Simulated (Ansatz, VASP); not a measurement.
**Ni in VASP and in Ansatz**

The input INCAR:

```
PREC = Accurate
ENCUT = 600
EDIFF = 1E-6
ISMEAR = -1
SIGMA = 0.05
LREAL = F
LASPH = T
NELM = 150
ALGO = Normal
ISIF = 3
LWAVE = F
LCHARG = F
ISPIN = 2
MAGMOM = 1 1
LORBIT = 11
LMAXMIX = 4
GGA = B5
ALDAX = 1.0
AGGAX = 1.0
AGGAC = 1.0
ALDAC = 0.0
IVDW = 13
VDW_S6 = 1.0
VDW_S8 = 2.34076671
VDW_A1 = 0.44488865
VDW_A2 = 4.0933009
IBRION = 2
NSW = 60
EDIFFG = -0.01
```

KPOINTS

```
Automatic mesh
0
Gamma
  12 12 7
```

POSCAR

```
Ni
1.0
    2.4480228978      0.0000000000      0.0000000000
   -1.2240114489      2.1200500186      0.0000000000
    0.0000000000      0.0000000000      4.0728075700
Ni
2
Direct
    0.6666666667      0.3333333333      0.7500000000
    0.3333333333      0.6666666667      0.2500000000
```

Contents of input.yaml:

```yaml
crystal:
  lattice:
    - [2.4480228978, 0.0, 0.0]
    - [-1.2240114489, 2.1200500186, 0.0]
    - [0.0, 0.0, 4.07280757]
  atoms:
    - { symbol: Ni, position: [0.6666666667, 0.3333333333, 0.75], spin: 1.0 }
    - { symbol: Ni, position: [0.3333333333, 0.6666666667, 0.25], spin: 1.0 }
hamiltonian:
  xc: blyp
  pseudopotentials: { kind: paw }
  dispersion: d4
magnetization:
  spin_polarized: true
kpoints:
  mp_grid: { grid: [12, 12, 7] }
scf:
  occupations: { method: fermi_dirac, width: 0.05 }
output:
  forces: true
  stress: true
  eigenvalues: true
relax:
  f_tol: 0.01
  max_steps: 40
  cell: { stress_tol: 0.05 }
```

Alike in both runs: task relaxation of cell and atoms; functional BLYP; dispersion D4; k mesh 12 × 12 × 7; occupations fermi-dirac, width 0.05 eV; collinear spin.

|  | VASP | Ansatz |
| --- | --- | --- |
| version | VASP 6.6.1 | Ansatz 0.2.0 |
| potentials or method | VASP PAW PBE potentials, release 64 (Ni) | Ansatz PAW |
| plane-wave cutoff (eV) | 600 | 420 |
| valence electrons in the cell | 20 | 36 |

Ansatz gave:

| Property | Result |
| --- | --- |
| gap on the k mesh at the Fermi level, each at its own relaxed structure (eV) | none |
| net moment per atom (μB) | 0.63 |
| size of the moment on the site where the two differ most (μB) | 0.66 |
| relaxed volume (Å³/atom) | 10.75 |
| relaxed cell length with the largest relative difference (Å) | 2.473 |

Task: What did VASP give for the same quantities?

Result: gap on the k mesh at the Fermi level, each at its own relaxed structure (eV): none; net moment per atom (μB): 0.61; size of the moment on the site where the two differ most (μB): 0.62; relaxed volume (Å³/atom): 10.73; relaxed cell length with the largest relative difference (Å): 2.471.

VASP's potentials were made for PBE, not for BLYP. Site moments also hang on the region over which each program counts them. A gap of «none» marks a metal or a gap that the smearing closes. VASP's potentials hold 20 valence electrons a cell and Ansatz's 36, so a difference there can come from the potentials and not from the codes.

Noted on Ansatz's run: the plane-wave basis is chosen anew once the cell has moved, so the energies of steps on either side of that aren't comparable.
